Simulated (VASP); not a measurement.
# Ta (Im-3m) in VASP: further runs

The runs below take Ta through single point, relaxation of cell and atoms, with PBEsol.

All numbers are computed with VASP 6.6.1; they aren't measurements. Logs are shortened: lines on timing, memory, paths and dates and some standing lists are left out, and cuts for length are marked.

## 1. The cell of the first run

It takes space group Im-3m (No. 229, cubic). The conventional cell has a = 3.284 Å, b = 3.284 Å, c = 3.284 Å, α = 90.00°, β = 90.00°, γ = 90.00°. Ta (site symmetry m-3m) has 14 Ta at 2.84 to 3.28 Å within 3.7 Å.

## 2. Single point, PBEsol

Contents of INCAR:

```
SYSTEM = Ta
PREC = Accurate
ENCUT = 520
EDIFF = 1E-6
ISMEAR = -1
SIGMA = 0.15
LREAL = .FALSE.
LASPH = .TRUE.
NELM = 60
ALGO = Fast
ISIF = 2
LWAVE = .FALSE.
LCHARG = .FALSE.
GGA = PS
NBANDS = 12
```

Contents of KPOINTS:

```
Automatic mesh
0
G
  20 20 20
  0 0 0
```

Contents of POSCAR:

```
Ta
1.0
   -1.6418650244      1.6418650244      1.6418650244
    1.6418650244     -1.6418650244      1.6418650244
    1.6418650244      1.6418650244     -1.6418650244
Ta
1
Direct
    0.0000000000      0.0000000000      0.0000000000
```

Potentials or basis: VASP PAW PBE potentials, release 64 (Ta_pv).

Started as:

```bash
> cat potpaw_PBE.64/Ta_pv/POTCAR > POTCAR
> mpirun -np 1 vasp_std > vasp.out
```

OUTCAR:

```text
SYSTEM = Ta
   PREC = Accurate
   ENCUT = 520
   EDIFF = 1E-6
   ISMEAR = -1
   LREAL = .FALSE.
   LASPH = .TRUE.
   NELM = 60
   ISIF = 2
   GGA = PS

 ion  position               nearest neighbor table
   1  0.000  0.000  0.000-

  LATTYP: Found a body centered cubic cell.
 ALAT       =     3.2837300488

  Lattice vectors:

 A1 = (  -1.6418650244,   1.6418650244,   1.6418650244)
 A2 = (   1.6418650244,  -1.6418650244,   1.6418650244)
 A3 = (   1.6418650244,   1.6418650244,  -1.6418650244)

Analysis of symmetry for initial positions (statically):
=====================================================================
 Subroutine PRICEL returns:
 Original cell was already a primitive cell.

 Routine SETGRP: Setting up the symmetry group for a
 body centered cubic supercell.

 Subroutine GETGRP returns: Found 48 space group operations
 (whereof 48 operations were pure point group operations)
 out of a pool of 48 trial point group operations.

The static configuration has the point symmetry O_h .

Analysis of symmetry for dynamics (positions and initial velocities):
=====================================================================
 Subroutine PRICEL returns:
 Original cell was already a primitive cell.

 Routine SETGRP: Setting up the symmetry group for a
 body centered cubic supercell.

 Subroutine GETGRP returns: Found 48 space group operations
 (whereof 48 operations were pure point group operations)
 out of a pool of 48 trial point group operations.

The dynamic configuration has the point symmetry O_h .

 Subroutine INISYM returns: Found 48 space group operations
 (whereof 48 operations are pure point group operations),
 and found     1 'primitive' translations

----------------------------------------------------------------------------------------

                                     Primitive cell

  volume of cell :      17.7040

  direct lattice vectors                    reciprocal lattice vectors
    -1.641865024  1.641865024  1.641865024     0.000000000  0.304531732  0.304531732
     1.641865024 -1.641865024  1.641865024     0.304531732  0.000000000  0.304531732
     1.641865024  1.641865024 -1.641865024     0.304531732  0.304531732  0.000000000

  length of vectors
     2.843793641  2.843793641  2.843793641     0.430672906  0.430672906  0.430672906

  position of ions in fractional coordinates (direct lattice)
     0.000000000  0.000000000  0.000000000

  ion indices of the primitive-cell ions
   primitive index   ion index
                 1           1

----------------------------------------------------------------------------------------

 KPOINTS: Automatic mesh

Automatic generation of k-mesh.
 Grid dimensions read from file:
 generate k-points for:   20   20   20

 Generating k-lattice:

  Cartesian coordinates                     Fractional coordinates (reciprocal lattice)
     0.000000000  0.015226587  0.015226587     0.050000000  0.000000000  0.000000000
     0.015226587  0.000000000  0.015226587     0.000000000  0.050000000  0.000000000
     0.015226587  0.015226587  0.000000000     0.000000000  0.000000000  0.050000000

  Length of vectors
     0.021533645  0.021533645  0.021533645

  Shift w.r.t. Gamma in fractional coordinates (k-lattice)
     0.000000000  0.000000000  0.000000000

 Subroutine IBZKPT returns following result:
 ===========================================

 Found    256 irreducible k-points:

 Following reciprocal coordinates:
            Coordinates               Weight
  0.000000  0.000000  0.000000      1.000000
  0.050000  0.000000  0.000000     12.000000
  0.100000  0.000000  0.000000     12.000000
  0.150000  0.000000  0.000000     12.000000
  0.200000  0.000000  0.000000     12.000000
  0.250000  0.000000  0.000000     12.000000
[... 16 lines left out ...]
  0.200000  0.100000  0.000000     48.000000
  0.250000  0.100000  0.000000     48.000000
 [... further k-points ...]
   k-points           NKPTS =    256   k-points in BZ     NKDIM =    256   number of bands    NBANDS=     12
   number of dos      NEDOS =    301   number of ions     NIONS =      1
   total plane-waves  NPLWV =  13824
   dimension x,y,z NGX =    24 NGY =   24 NGZ =   24
   dimension x,y,z NGXF=    48 NGYF=   48 NGZF=   48
   ions per type =               1
   NGX,Y,Z   is equivalent  to a cutoff of  14.03, 14.03, 14.03 a.u.
   NGXF,Y,Z  is equivalent  to a cutoff of  28.06, 28.06, 28.06 a.u.
 SYSTEM =  Ta
   PREC   = accura    normal or accurate (medium, high low for compatibility)
   ISTART =      0    job   : 0-new  1-cont  2-samecut
   ICHARG =      2    charge: 1-file 2-atom 10-const
   ISPIN  =      1    spin polarized calculation?
   LNONCOLLINEAR =      F non collinear calculations
   LSORBIT =      F    spin-orbit coupling
   LASPH  =      T    aspherical Exc in radial PAW
   ENCUT  =  520.0 eV  38.22 Ry    6.18 a.u.   5.29  5.29  5.29*2*pi/ulx,y,z
   NELM   =     60;   NELMIN=  2; NELMDL= -5     # of ELM steps
   EDIFF  = 0.1E-05   stopping-criterion for ELM
   LREAL  =      F    real-space projection
   EDIFFG = 0.1E-04   stopping-criterion for IOM
   NSW    =      0    number of steps for IOM
   IBRION =     -1    ionic relax: 0-MD 1-quasi-New 2-CG
   NFREE  =      0    steps in history (QN), initial steepest desc. (CG)
   ISIF   =      2    stress and relaxation
   ISYM   =      2    0-nonsym 1-usesym 2-fastsym
   POTIM  = 0.5000    time-step for ionic-motion
   TEBEG  =    0.0;   TEEND  =   0.0 temperature during run
   PSTRESS=    0.0 pullay stress
   NELECT =      11.0000    total number of electrons
   NUPDOWN=      -1.0000    fix difference up-down
   EMIN   =  10.00;   EMAX   =-10.00  energy-range for DOS
   EFERMI =   0.00;   METHOD = LEGACY
   ISMEAR =    -1;   SIGMA  =   0.15  broadening in eV -4-tet -1-fermi 0-gaus
   EFERMI_NEDOS =   21; number of points for ismear=-14 and -15
   IALGO  =     68    algorithm
   IMIX   =      4    mixing-type and parameters
     AMIX     =   0.40;   BMIX     =  1.00
     AMIX_MAG =   1.60;   BMIX_MAG =  1.00
  volume/ion in A,a.u.               =      17.70       119.47
  Fermi-wavevector in a.u.,A,eV,Ry     =   1.396952  2.639857 26.551443  1.951476
  Thomas-Fermi vector in A             =   2.520256
   LORBIT       =      0    0 simple, 1 ext, 2 COOP (PROOUT), +10 PAW based schemes
   GGA     = PS    functional components
   LHFCALC =     F    Hartree Fock is set to
   AEXX    =    0.0000 exact exchange contribution
   IVDW    =     0    specifies the selected vdW correction
   LEPSILON=     F    determine dielectric tensor
   LRPA    =     F    only Hartree local field effects (RPA)
 non-spin polarized calculation
 RMM-DIIS sequential band-by-band and
  energy-cutoff  :      520.00
  volume of cell :       17.70
 maximum number of plane-waves:       490
 NGX is ok and might be reduce to    24
   NGX = 11   NGY = 11   NGZ = 11

 number of electron      11.0000002 magnetization

 Free energy of the ion-electron system (eV)
  ---------------------------------------------------
  ext. energy  EPLUGINS =         0.00000000
  ---------------------------------------------------
  free energy    TOTEN  =       -12.59878963 eV

  energy without entropy =      -12.50577389  energy(sigma->0) =      -12.55228176

 E-fermi :   5.4856     XC(G=0): -12.8163

 val. band max:        5.4854837788   @ k =  -0.3500   0.3500   0.0500
 cond. band min:       5.4890292547   @ k =   0.1000   0.0500   0.0500
 fundamental gap:      0.0035454759
 Fermi energy:         5.4856487197

 k-point     1 :       0.0000    0.0000    0.0000
  band No.  band energies     occupation
      1     -27.4923      2.00000
      2     -27.4923      2.00000
      3     -27.4923      2.00000
      4      -2.5350      2.00000
      5       6.1822      0.01907
      6       6.1822      0.01906
      7       6.1822      0.01906
      8       9.5133      0.00000
      9       9.5133      0.00000
     10      20.5821      0.00000
     11      20.5821      0.00000
     12      20.5821      0.00000

 k-point     2 :       0.0500    0.0000    0.0000
  band No.  band energies     occupation
      1     -27.5258      2.00000
      2     -27.5025      2.00000
      3     -27.4925      2.00000
      4      -2.4199      2.00000
      5       6.1067      0.03134
      6       6.1618      0.02181
      7       6.2946      0.00905
      8       9.3866      0.00000
      9       9.5132      0.00000
     10      20.6879      0.00000
     11      20.7831      0.00000
     12      20.8930      0.00000

 k-point     3 :       0.1000    0.0000    0.0000
  band No.  band energies     occupation
      1     -27.6221      2.00000
      2     -27.5321      2.00000
      3     -27.4931      2.00000
      4      -2.0845      2.00000
      5       5.8955      0.12219
      6       6.0788      0.03762
      7       6.6292      0.00098
      8       9.1025      0.00000
      9       9.5179      0.00000
     10      20.9663      0.00000
     11      21.3695      0.00000
     12      21.7098      0.00000

 k-point     4 :       0.1500    0.0000    0.0000
  band No.  band energies     occupation
      1     -27.7693      2.00000
      2     -27.5778      2.00000
      3     -27.4940      2.00000
      4      -1.5596      2.00000
      5       5.5876      0.67277
      6       5.8901      0.12639
      7       7.1776      0.00003
      8       8.8621      0.00000
      9       9.5416      0.00000
     10      20.1891      0.00000
     11      21.2730      0.00000
     12      22.2984      0.00000

 k-point     5 :       0.2000    0.0000    0.0000
  band No.  band energies     occupation
      1     -27.9503      2.00000
      2     -27.6349      2.00000
      3     -27.4951      2.00000
      4      -0.9018      2.00000
      5       5.2299      1.69230
      6       5.6081      0.61294
      7       7.9250      0.00000
      8       8.8026      0.00000
      9       9.5999      0.00000
     10      20.1835      0.00000
     11      21.3075      0.00000
     12      23.4753      0.00000
[... 228 lines left out ...]
      1     -27.8480      2.00000
      2     -27.5770      2.00000
      3     -27.5238      2.00000
      4      -1.2557      2.00000
      5       5.5270      0.86305
      6       5.6248      0.56677
      7       7.5730      0.00000
      8       8.6233      0.00000
      9       9.7103      0.00000
     10      20.1845      0.00000
     11      21.6011      0.00000
     12      22.4883      0.00000

 k-point    22 :       0.1500    0.1000    0.0000
  band No.  band energies     occupation
      1     -28.0093      2.00000
      2     -27.6322      2.00000
      3     -27.5335      2.00000
      4      -0.6117      2.00000
      5       5.2037      1.73522
      6       5.3306      1.47526
      7       8.3444      0.00000
      8       8.5237      0.00000
      9       9.8654      0.00000
     10      20.1822      0.00000
     11      21.8022      0.00000
     12      22.5849      0.00000

 k-point    23 :       0.2000    0.1000    0.0000
  band No.  band energies     occupation
      1     -28.1810      2.00000
      2     -27.7015      2.00000
      3     -27.5383      2.00000
      4       0.0868      2.00000
      5       4.8452      1.97242
      6       5.0916      1.86513
      7       8.5820      0.00000
      8       9.3084      0.00000
      9      10.0210      0.00000
     10      20.1742      0.00000
     11      21.0275      0.00000
     12      22.4631      0.00000

 k-point    24 :       0.2500    0.1000    0.0000
  band No.  band energies     occupation
      1     -28.3472      2.00000
      2     -27.7730      2.00000
      3     -27.5415      2.00000
      4       0.7116      2.00000
      5       4.5249      1.99670
      6       5.0234      1.91228
      7       8.7960      0.00000
      8      10.1583      0.00000
      9      10.3889      0.00000
     10      19.9099      0.00000
     11      20.2148      0.00000
     12      21.4981      0.00000

 [... further k-points ...]

------------------------ aborting loop because EDIFF is reached ----------------------------------------

  FORCE on cell =-STRESS in cart. coord.  units (eV):
  Direction    XX          YY          ZZ          XY          YZ          ZX
  --------------------------------------------------------------------------------------
  -------------------------------------------------------------------------------------
  Total        0.0233705      0.0233705      0.0233705      0.0000000     -0.0000000      0.0000000
  in kB        2.1149831      2.1149831      2.1149831      0.0000000     -0.0000000      0.0000000
  external PRESSURE =       2.1149831 kB  Pullay stress =       0.0000000 kB

 VOLUME and BASIS-vectors are now :
 -----------------------------------------------------------------------------
  energy-cutoff  :      520.00
  volume of cell :       17.70
      direct lattice vectors                 reciprocal lattice vectors
    -1.641865024  1.641865024  1.641865024     0.000000000  0.304531732  0.304531732
     1.641865024 -1.641865024  1.641865024     0.304531732  0.000000000  0.304531732
     1.641865024  1.641865024 -1.641865024     0.304531732  0.304531732  0.000000000

 POSITION                                       TOTAL-FORCE (eV/Angst)
 -----------------------------------------------------------------------------------
      0.00000      0.00000      0.00000        -0.000000      0.000000      0.000000
 -----------------------------------------------------------------------------------
    total drift:                                0.000000      0.000000      0.000000

  FREE ENERGIE OF THE ION-ELECTRON SYSTEM (eV)
  ---------------------------------------------------
  free  energy   TOTEN  =       -12.5987896330 eV

  energy  without entropy=      -12.5057738917  energy(sigma->0) =      -12.55228176
```

Wall time 58 s (1 thread of Intel Xeon Platinum 8259CL at 2.50GHz (Skylake/Cascade Lake), shared host); peak memory 0.18 GiB.

What came out:

```
Free energy : -12.5988 eV
Pressure    : 0.2 GPa
```

Caveat: the PAW data sets were made with another functional, which shifts forces and pressure a little; spin-orbit coupling is left out, which moves the levels of the heavy elements.

## 3. Relaxation of cell and atoms, PBEsol

This run uses another cell than the first one, of 17.65 Å³/atom, 0.997 times its volume.

Contents of INCAR:

```
SYSTEM = Ta
PREC = Accurate
ENCUT = 600
EDIFF = 1E-7
ISMEAR = -1
SIGMA = 0.15
LREAL = .FALSE.
LASPH = .TRUE.
NELM = 80
ALGO = Fast
ISIF = 3
LWAVE = .FALSE.
LCHARG = .FALSE.
GGA = PS
IBRION = 2
NSW = 80
EDIFFG = -0.001
```

KPOINTS is that of step 2.

Contents of POSCAR:

```
Ta
1.0
   -1.6402597640      1.6402597640      1.6402597640
    1.6402597640     -1.6402597640      1.6402597640
    1.6402597640      1.6402597640     -1.6402597640
Ta
1
Direct
    0.0000000000      0.0000000000      0.0000000000
```

Potentials or basis: VASP PAW PBE potentials, release 64 (Ta_pv).

Started as:

```bash
> cat potpaw_PBE.64/Ta_pv/POTCAR > POTCAR
> mpirun -np 1 vasp_std > vasp.out
```

It took 1.9 min on 1 thread of Intel Xeon Platinum 8259CL at 2.50GHz (Skylake/Cascade Lake), shared host; peak memory 0.19 GiB.

The run converged. Its results:

* Free energy: -12.5990 eV
* Relaxed volume: 17.72 Å³/atom
* Relaxed cell: a = 2.845 Å, b = 2.845 Å, c = 2.845 Å, α = 109.47°, β = 109.47°, γ = 109.47°
* Space group after relaxing (to 0.05 Å): Im-3m (No. 229)
* Energy gained by relaxing: 0.2 meV/atom
* Ionic steps: 3
* Pressure after relaxing: 0.0 GPa

The path:
| step | energy change (eV) | largest force (eV/Å) | pressure (GPa) | volume (Å³) |
| --- | --- | --- | --- | --- |
| 1 | 0.0000 | 0.0000 | 0.82 | 17.65 |
| 2 | 0.0008 | 0.0000 | -1.85 | 17.88 |
| 3 | -0.0002 | 0.0000 | 0.01 | 17.72 |

Final structure:
```
CELL_PARAMETERS angstrom
-1.64240 1.64240 1.64240
1.64240 -1.64240 1.64240
1.64240 1.64240 -1.64240
ATOMIC_POSITIONS crystal
Ta 0.00000 0.00000 0.00000
```

Levels at points of the mesh, in eV from the Fermi level:
| k point | band 3 | band 4 | band 5 | band 6 | band 7 | band 8 | band 9 |
| --- | --- | --- | --- | --- | --- | --- | --- |
| (0.00, 0.00, 0.00) | -32.98 | -8.02 | 0.70 | 0.70 | 0.70 | 4.02 | 4.02 |
| (0.50, 0.00, 0.00) | -32.99 | -4.49 | -1.63 | 1.66 | 3.91 | 4.96 | 7.95 |
| (0.50, 0.50, 0.50) | -33.85 | -3.93 | -3.93 | 6.95 | 6.95 | 6.95 | 8.79 |

Caveat: the PAW data sets were made with another functional, which shifts forces and pressure a little; spin-orbit coupling is left out, which moves the levels of the heavy elements. Zero-point motion and thermal expansion aren't in these numbers.
